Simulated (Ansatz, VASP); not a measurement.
## Two plane-wave programs on CuAu

Contents of INCAR:

```
PREC = Accurate
ENCUT = 600
EDIFF = 1E-6
ISMEAR = -1
SIGMA = 0.15
LREAL = F
LASPH = T
NELM = 100
ALGO = Normal
ISIF = 3
LWAVE = F
LCHARG = F
GGA = PE
IBRION = 2
NSW = 80
EDIFFG = -0.001
```

The input KPOINTS:

```
Automatic mesh
0
Gamma
  14 14 12
```

The input POSCAR:

```
CuAu
1.0
    2.8920325341      0.0000000000      0.0000000000
    0.0000000000      2.8920325341      0.0000000000
    0.0000000000      0.0000000000      3.5876028847
Cu Au
1 1
Direct
    0.5000000000      0.5000000000      0.5000000000
    0.0000000000      0.0000000000      0.0000000000
```

Input for Ansatz:

```yaml
crystal:
  lattice:
    - [2.8920325341, 0.0, 0.0]
    - [0.0, 2.8920325341, 0.0]
    - [0.0, 0.0, 3.5876028847]
  atoms:
    - { symbol: Cu, position: [0.5, 0.5, 0.5] }
    - { symbol: Au, position: [0.0, 0.0, 0.0] }
basis:
  ecutwfc: 420
kpoints:
  mp_grid: { grid: [14, 14, 12] }
hamiltonian:
  xc: pbe
scf:
  occupations: { method: fermi_dirac, width: 0.15 }
output:
  forces: true
  stress: true
  eigenvalues: true
relax:
  adjacent_minimum: "off"
  f_tol: 0.001
  max_steps: 60
  cell: { stress_tol: 0.01 }
```

Alike in both runs: task relaxation of cell and atoms; functional PBE; k mesh 14 × 14 × 12; occupations fermi-dirac, width 0.15 eV; no spin polarisation.

```csv
,VASP,Ansatz
version,VASP 6.6.1,Ansatz 0.2.0
potentials or method,"VASP PAW PBE potentials, release 64 (Cu, Au), cutoff 600 eV","scalar-relativistic, plane waves, PAW"
valence electrons in the cell,22,38
```

|  | VASP | Ansatz | Ansatz less VASP |
| --- | --- | --- | --- |
| gap on the k mesh at the Fermi level, each at its own relaxed structure (eV) | none | none | - |
| relaxed volume (Å³/atom) | 15.02 | 15.01 | -0.013 |
| relaxed cell length with the largest relative difference (Å) | 3.633 | 3.628 | -0.0051 |

A gap of «none» marks a metal or a gap that the smearing closes. VASP's potentials hold 22 valence electrons a cell and Ansatz's 38, so a difference there can come from the potentials and not from the codes.

Spin-orbit coupling is off throughout.
